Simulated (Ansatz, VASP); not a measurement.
One calculation of GaSb, two programs

```xyz
4
Lattice="4.3942 0.0000 0.0000 0.0000 6.2143 0.0000 0.0000 0.0000 4.3942" Properties=species:S:1:pos:R:3 pbc="T T T"
Ga    0.0000    0.0000    0.0000
Ga    2.1971    3.1072    2.1971
Sb    2.1971    1.5536    0.0000
Sb    0.0000    4.6607    2.1971
```

Alike in both runs: task single point; functional PBE; k mesh 10 × 8 × 10; occupations gaussian, width 0.1 eV; no spin polarisation.

|  | VASP | Ansatz |
| --- | --- | --- |
| version | VASP 6.6.1 | Ansatz 0.2.0 |
| potentials or method | VASP PAW PBE potentials, release 64 (Ga_d, Sb), cutoff 500 eV | scalar-relativistic, plane waves, PAW |
| valence electrons in the cell | 36 | 56 |

```tsv
	VASP	Ansatz	Ansatz less VASP
gap on the k mesh at the Fermi level (eV)	none	none	-
pressure (GPa)	0.1	0.0	-0.05
```

A gap of «none» marks a metal or a gap that the smearing closes. VASP's potentials hold 36 valence electrons a cell and Ansatz's 56, so a difference there can come from the potentials and not from the codes.

Spin-orbit coupling is off throughout.
